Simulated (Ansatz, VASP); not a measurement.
# One calculation of CsPbCl3, two programs

```
Cs Pb Cl
1.0
     5.72820    0.00000    0.00000
     0.00000    5.72820    0.00000
     0.00000    0.00000    5.72820
Cs Pb Cl
1 1 3
Cartesian
  0.0000 0.0000 0.0000
  2.8641 2.8641 2.8641
  2.8641 2.8641 0.0000
  0.0000 2.8641 2.8641
  2.8641 0.0000 2.8641
```

Alike in both runs: task single point; functional r2SCAN; k mesh 6 × 6 × 6; occupations gaussian, width 0.02 eV; no spin polarisation.

|  | VASP | Ansatz |
| --- | --- | --- |
| version | VASP 6.6.1 | Ansatz 0.2.0 |
| potentials or method | VASP PAW PBE potentials, release 64 (Cs_sv, Pb_d, Cl), cutoff 520 eV | scalar-relativistic, plane waves, PAW |
| valence electrons in the cell | 44 | 44 |

```csv
,VASP,Ansatz,Ansatz less VASP
gap on the k mesh at the Fermi level (eV),2.59,2.58,-0.014
least direct gap on the mesh (eV),2.59,2.58,-0.014
pressure (GPa),-0.7,-0.7,+0.04
```

VASP's potentials were made for PBE, not for r2SCAN.

Spin-orbit coupling is off throughout.
